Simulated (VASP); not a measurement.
# MgSe: electric field gradients with PBE

MgSe:

```
Mg Se
1.0
     0.00000    2.72550    2.72550
     2.72550    0.00000    2.72550
     2.72550    2.72550    0.00000
Mg Se
1 1
Direct
  0.00000 0.00000 0.00000
  0.50000 0.50000 0.50000
```

```json
{"Program": "VASP 6.6.1", "Task": "electric field gradients", "Functional": "PBE", "Potentials or basis": "VASP PAW PBE potentials, release 64 (Mg, Se)", "Cutoff": "520 eV", "k mesh": "4 × 4 × 4", "Occupations": "fermi-dirac, width 0.02 eV", "Spin": "no spin polarisation", "Dipole correction": "no", "Further INCAR settings": "ALGO = Normal; EDIFF = 1e-08; NBANDS = 11"}
```

- Pressure: 2.3 GPa
- Band gap on the k mesh: 1.77 eV, indirect (least direct gap 2.58 eV)

Levels at points of the mesh, in eV from the valence-band top:
| k point | band 1 | band 2 | band 3 | band 4 | band 5 | band 6 | band 7 | band 8 | band 9 |
| --- | --- | --- | --- | --- | --- | --- | --- | --- | --- |
| (0.00, 0.00, 0.00) | -12.94 | 0.00 | 0.00 | 0.00 | 2.58 | 7.39 | 7.39 | 7.39 | 9.95 |
| (0.50, 0.00, 0.00) | -11.81 | -4.97 | -0.58 | -0.58 | 3.81 | 6.07 | 6.07 | 8.60 | 11.44 |
| (0.50, 0.50, 0.00) | -11.49 | -4.28 | -1.79 | -1.79 | 1.77 | 3.94 | 11.75 | 12.17 | 12.17 |

Wall time 6.5 s on 1 thread of Intel(R) Xeon(R) Platinum 8488C (Sapphire Rapids), on a shared host, peak memory 0.16 GiB.

Caveat: the k points lie up to 0.50 Å⁻¹ apart; without QUAD_EFG the Cq values of the log hold for a quadrupole moment of 1 mb, not for the nuclei. PBE gaps usually lie below the measured ones, often by a third to a half.
